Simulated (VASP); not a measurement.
A run of VASP 6.6.1 is set up as follows.

Contents of INCAR:

```
SYSTEM = C10O
  ALGO = Normal
  DIPOL = 0.5 0.5 0.332
  EDIFF = 1E-6
  ENCUT = 520
  GGA = PE
  IDIPOL = 3
  ISIF = 2
  ISMEAR = 0
  LASPH = .True.
  LCHARG = .False.
  LDIPOL = .True.
  LREAL = .False.
  LWAVE = .False.
  NBANDS = 34
  NELM = 60
  PREC = Accurate
  SIGMA = 0.1
```

The input KPOINTS:

```
k-points
0
Gamma
  7 3 1
  0 0 0
```

POSCAR

```
C10O
1.0
    4.2718357708      0.0000000000      0.0000000000
   -2.1359178854      8.6110540238      0.0000000000
    0.0000000000      0.0000000000     20.2788010491
C O
10 1
Direct
    0.1564123854      0.9794914374      0.1972503202
    0.8230790520      0.9794914374      0.1972503202
    0.6461581040      0.9589828748      0.2574344482
    0.3128247708      0.9589828748      0.2574344482
    0.1338042908      0.9383829247      0.3175270418
    0.8045779619      0.9383827251      0.3175270445
    0.6222261577      0.9176688648      0.3778998052
    0.2954420376      0.9176688691      0.3778997289
    0.0947395260      0.8987957680      0.4329048751
    0.8040524743      0.8987950712      0.4329053295
    0.5947395260      0.8987957680      0.4851999763
```

Potentials or basis: VASP PAW PBE potentials, release 64 (C, O).

Run with:

```console
$ cat potpaw_PBE.64/C/POTCAR potpaw_PBE.64/O/POTCAR > POTCAR
$ mpirun -np 1 vasp_std > vasp.out
```

What does it give for the largest force?

12.087 eV/Å.

Predict the band gap on the k mesh.

zero (bands 23 and 24 overlap by 0.22 eV).

Forces on the atoms (eV/Å):
```
C    -7.200  -0.136   1.196
C     7.140  -0.179   1.205
C    -0.338   0.187  -1.357
C     0.459   0.109  -1.053
C     0.183   0.073  -0.556
C    -0.595  -0.068   0.072
C     1.110   0.382  -4.489
C    -0.488  -0.043   0.345
C     9.564   0.041  -1.370
C   -10.583   0.086   5.840
O     0.747  -0.455   0.167
```
